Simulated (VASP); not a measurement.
# N: single point with PBEsol

Crystal: N.

```
CELL_PARAMETERS angstrom
5.56052 0.00000 0.00000
0.00000 5.56052 0.00000
0.00000 0.00000 5.56052
ATOMIC_POSITIONS crystal
N 0.05740 0.44260 0.55740
N 0.44260 0.55740 0.05740
N 0.55740 0.05740 0.44260
N 0.94260 0.94260 0.94260
N 0.94260 0.55740 0.44260
N 0.55740 0.44260 0.94260
N 0.44260 0.94260 0.55740
N 0.05740 0.05740 0.05740
```

```yaml
Program: VASP 6.6.1
Task: single point
Functional: PBEsol
Potentials_or_basis: VASP PAW PBE potentials, release 64 (N)
Cutoff: 520 eV
k_mesh: 5 × 5 × 5
Occupations: fermi-dirac, width 0.05 eV
Spin: no spin polarisation
Dipole_correction: no
Further_INCAR_settings: ALGO = Normal; EDIFF = 1e-06; NBANDS = 30
```

The pressure is 1.4 GPa, the largest force is 0.855 eV/Å and the band gap on the k mesh is 7.20 eV (least direct gap 7.22 eV).

Forces on the atoms (eV/Å):
```
N    0.494 -0.494  0.494
N   -0.494  0.494  0.494
N    0.494  0.494 -0.494
N   -0.494 -0.494 -0.494
N   -0.494  0.494 -0.494
N    0.494 -0.494 -0.494
N   -0.494 -0.494  0.494
N    0.494  0.494  0.494
```

Levels at points of the mesh, in eV from the valence-band top:
| k point | band 16 | band 17 | band 18 | band 19 | band 20 | band 21 | band 22 | band 23 | band 24 | band 25 |
| --- | --- | --- | --- | --- | --- | --- | --- | --- | --- | --- |
| (0.00, 0.00, 0.00) | -1.44 | -0.99 | -0.03 | -0.03 | -0.03 | 7.20 | 7.20 | 7.20 | 8.09 | 8.09 |

Wall time 98 s on 1 thread of Intel(R) Xeon(R) Platinum 8259CL CPU @ 2.50GHz (Skylake/Cascade Lake) (shared host), peak memory 0.24 GiB.

Caveat: the standard files for N, O and F lose accuracy on very short bonds; this functional lacks dispersion, which holds the molecules together, so the pressure and a relaxed volume are unreliable; the PAW data sets were made with another functional, which shifts forces and pressure a little; an odd mesh through Γ misses points on the zone boundary, where band edges can lie.
